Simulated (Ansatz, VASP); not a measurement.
**One calculation of Zr, two programs**

Contents of INCAR:

```
SYSTEM = Zr
PREC = Accurate ; ENCUT = 520
EDIFF = 1E-8 ; ISMEAR = -1
SIGMA = 0.03 ; LREAL = .False.
LASPH = .True. ; NELM = 100
ALGO = Normal ; ISIF = 2
LWAVE = .False. ; LCHARG = .False.
LEFG = .True. ; NBANDS = 19
```

The input KPOINTS:

```
Automatic mesh
0
Gamma
  13 13 7
  0 0 0
```

Contents of POSCAR:

```
Zr
1.0
    3.2534028080      0.0000000000      0.0000000000
   -1.6267014040      2.8175294804      0.0000000000
    0.0000000000      0.0000000000      5.1810870861
Zr
2
Direct
    0.3333333333      0.6666666667      0.2500000000
    0.6666666667      0.3333333333      0.7500000000
```

Input for Ansatz:

```yaml
crystal:
  lattice:
    - [3.253402808, 0.0, 0.0]
    - [-1.626701404, 2.8175294804, 0.0]
    - [0.0, 0.0, 5.1810870861]
  atoms:
    - { symbol: Zr, position: [0.3333333333, 0.6666666667, 0.25] }
    - { symbol: Zr, position: [0.6666666667, 0.3333333333, 0.75] }
kpoints:
  mp_grid: { grid: [13, 13, 7] }
scf:
  occupations: { method: fermi_dirac, width: 0.03 }
hamiltonian:
  xc: lda
  pseudopotentials: { kind: all_electron, datasets: crystal }
output:
  forces: true
  stress: true
  eigenvalues: true
  efg: { contact_densities: true }
```

Change from the starting cell: volume scaled by 1.02, crystal datasets.

Alike in both runs: task electric field gradients; functional LDA; k mesh 13 × 13 × 7; occupations fermi-dirac, width 0.03 eV; no spin polarisation.

|  | VASP | Ansatz |
| --- | --- | --- |
| version | VASP 6.6.1 | Ansatz 0.2.0 |
| potentials or method | VASP PAW LDA potentials, release 64 (Zr_sv), cutoff 520 eV | all-electron PAW with datasets made for the crystal, scalar-relativistic |

|  | VASP | Ansatz | Ansatz less VASP |
| --- | --- | --- | --- |
| pressure (GPa) | -7.6 | -7.7 | -0.06 |
| traceless stress, the component that is largest in VASP (GPa) | 0.47 | 0.46 | -0.016 |
| size of Vzz on the site where it differs most (V/Å²) | 38.6 | 39.0 | +0.46 |

LDA's correlation is that of Perdew and Zunger in VASP and of Perdew and Wang (1992) in Ansatz. Ansatz ran all-electron here, and VASP with PAW potentials.
